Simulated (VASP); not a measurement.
Set up this calculation in VASP 6.6.1, as the native input.

| Item | Value |
| --- | --- |
| Task | single point |
| Functional | PBE0 |
| Potentials or basis | VASP PAW PBE potentials, release 64 (As) |
| Cutoff | 520 eV |
| k mesh | 4 × 4 × 4 |
| Occupations | fermi-dirac, width 0.05 eV |
| Spin | no spin polarisation |
| Dipole correction | no |
| Grid for exact exchange (PRECFOCK) | Normal |
| Further INCAR settings | ALGO = Normal; EDIFF = 1e-06; NBANDS = 12 |

The system is As.

```
As
1.0
     1.86817    1.07859    3.49048
    -1.86817    1.07859    3.49048
     0.00000   -2.15718    3.49048
As
2
Direct
  0.22600 0.22600 0.22600
  0.77400 0.77400 0.77400
```

The input as run:

POSCAR

```
As
1.0
    1.8681737204      1.0785906003      3.4904769752
   -1.8681737204      1.0785906003      3.4904769752
    0.0000000000     -2.1571812007      3.4904769752
As
2
Direct
    0.2260000000      0.2260000000      0.2260000000
    0.7740000000      0.7740000000      0.7740000000
```

INCAR.step1

```
  PREC = Accurate
  ENCUT = 520
  EDIFF = 1E-5
  ISMEAR = -1
  SIGMA = 0.05
  LREAL = False
  LASPH = True
  NELM = 80
  ALGO = Normal
  ISIF = 2
  LWAVE = True
  NBANDS = 12
  GGA = PE
```

INCAR.step2

```
  PREC = Accurate
  ENCUT = 520
  EDIFF = 1E-6
  ISMEAR = -1
  SIGMA = 0.05
  LREAL = False
  LASPH = True
  NELM = 80
  ALGO = Normal
  ISIF = 2
  LWAVE = False
  LCHARG = True
  GGA = PE
  LHFCALC = True
  AEXX = 0.25
  PRECFOCK = Normal
  LELF = True
  LVHAR = True
  NBANDS = 12
  ISTART = 1
```

KPOINTS

```
Automatic mesh
0
Gamma
  4 4 4
```

Potentials or basis: VASP PAW PBE potentials, release 64 (As).

Run with:

```bash
$ cat potpaw_PBE.64/As/POTCAR > POTCAR
$ cp INCAR.step1 INCAR
$ mpirun -np 1 vasp_std > vasp.out
$ cp INCAR.step2 INCAR
$ mpirun -np 1 vasp_std > vasp.out
```

Results of the run:

* Pressure: 2.3 GPa
* Largest force: 0.062 eV/Å
* Band gap on the k mesh: 0.99 eV, indirect (least direct gap 1.13 eV)

Caveat: the k points lie up to 0.51 Å⁻¹ apart; the PAW data sets were made with another functional, which shifts forces and pressure a little.

Run time: 4.6 min on 1 thread of AMD EPYC 7R13 Processor (Zen 3), on a shared host, peak memory 0.15 GiB.
